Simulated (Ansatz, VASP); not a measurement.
# One calculation of Hf, two programs

```
Hf
1.0
     2.91381    0.00000    0.00000
     0.00000    2.91381    0.00000
     0.00000    0.00000    2.91381
Hf
1
Direct
  0.50000 0.50000 0.50000
```

Alike in both runs: functional PBE0; k mesh 5 × 5 × 5; occupations fermi-dirac, width 0.05 eV; no spin polarisation.

|  | VASP | Ansatz |
| --- | --- | --- |
| version | VASP 6.6.1 | Ansatz 0.2.0 |
| potentials or method | VASP PAW PBE potentials, release 64 (Hf_pv) | Ansatz PAW |
| plane-wave cutoff (eV) | 520 | 420 |
| valence electrons in the cell | 10 | 26 |
| task | single point | projected density of states |

```csv
,VASP,Ansatz,Ansatz less VASP
gap on the k mesh at the Fermi level (eV),none,none,-
pressure (GPa),-0.5,1.2,+1.72
```

A gap of «none» marks a metal or a gap that the smearing closes. VASP's potentials hold 10 valence electrons a cell and Ansatz's 26, so a difference there can come from the potentials and not from the codes.

The k mesh is coarse, so the values compare programs but aren't converged. Neither program's run includes spin-orbit coupling.
